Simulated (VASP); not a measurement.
Set up this calculation in VASP 6.6.1, as the native input.

```yaml
Task: single point
Functional: PBE
Potentials_or_basis: VASP PAW PBE potentials, release 64 (Sb)
Cutoff: 520 eV
k_mesh: 9 × 9 × 9
Occupations: fermi-dirac, width 0.05 eV
Spin: no spin polarisation
Dipole_correction: no
Further_INCAR_settings: ALGO = Normal; EDIFF = 1e-06; NBANDS = 12
```

The structure of Sb lies in POSCAR:

```
Sb
1.0
    2.1648431334      1.2498727658      3.7687954246
   -2.1648431334      1.2498727658      3.7687954246
    0.0000000000     -2.4997455315      3.7687954246
Sb
2
Direct
    0.2336400000      0.2336400000      0.2336400000
    0.7663600000      0.7663600000      0.7663600000
```

This cell differs from its parent crystal: volume scaled by 1.02.

The input as run:

INCAR

```
SYSTEM = Sb
PREC = Accurate ; ENCUT = 520
EDIFF = 1E-6 ; ISMEAR = -1
SIGMA = 0.05 ; LREAL = .FALSE.
LASPH = .TRUE. ; NELM = 80
ALGO = Normal ; ISIF = 2
LWAVE = .FALSE. ; LCHARG = .TRUE.
GGA = PE ; LELF = .TRUE.
LVHAR = .TRUE. ; NBANDS = 12
```

KPOINTS

```
regular mesh
0
G
  9 9 9
  0 0 0
```

Potentials or basis: VASP PAW PBE potentials, release 64 (Sb).

The run is started by

```sh
$ cat potpaw_PBE.64/Sb/POTCAR > POTCAR
$ mpirun -np 1 vasp_std > vasp.out
```

Results of the run:

```json
{"Pressure": "2.0 GPa", "Largest force": "0.137 eV/Å", "Band gap on the k mesh": "0.11 eV, indirect (least direct gap 0.49 eV)"}
```

Caveat: spin-orbit coupling is left out, which moves the levels of the heavy elements.

Wall time 30 s on 1 thread of AMD EPYC 9R45 96-Core Processor (Zen 5), with other jobs on the host, peak memory 0.19 GiB.
